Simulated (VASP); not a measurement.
Here is a VASP 6.6.1 calculation.

The input INCAR:

```
PREC = Accurate
ENCUT = 600
EDIFF = 1E-7
ISMEAR = 0
SIGMA = 0.1
LREAL = F
LASPH = T
NELM = 60
ALGO = Fast
ISIF = 3
LWAVE = F
LCHARG = F
GGA = PE
IBRION = 2
NSW = 100
EDIFFG = -0.01
```

Contents of KPOINTS:

```
Automatic mesh
0
Gamma
  6 6 6
```

File POSCAR:

```
Cs
1.0
    7.4341986506      0.0000000000      0.0000000000
    0.0000000000      7.4341986506      0.0000000000
    0.0000000000      0.0000000000      7.4341986506
Cs
3
Direct
    0.5000000000      0.0000000000      0.0000000000
    0.0000000000      0.5000000000      0.0000000000
    0.0000000000      0.0000000000      0.5000000000
```

Potentials or basis: VASP PAW PBE potentials, release 64 (Cs_sv).

Launch:

```console
$ cat potpaw_PBE.64/Cs_sv/POTCAR > POTCAR
$ mpirun -np 1 vasp_std > vasp.out
```

Task: What does it give for the space group after relaxing (to 0.05 Å)?

Result: Pm-3m (No. 221).

Task: Estimate the relaxed volume.

Result: 139.24 Å³/atom.

Step by step:
```
step  energy change (eV)  largest force (eV/Å)  pressure (GPa)  volume (Å³)
   1              0.0000                0.0000            0.03       410.87
   2             -0.0003                0.0000            0.03       412.57
   3             -0.0009                0.0000            0.01       417.71
```
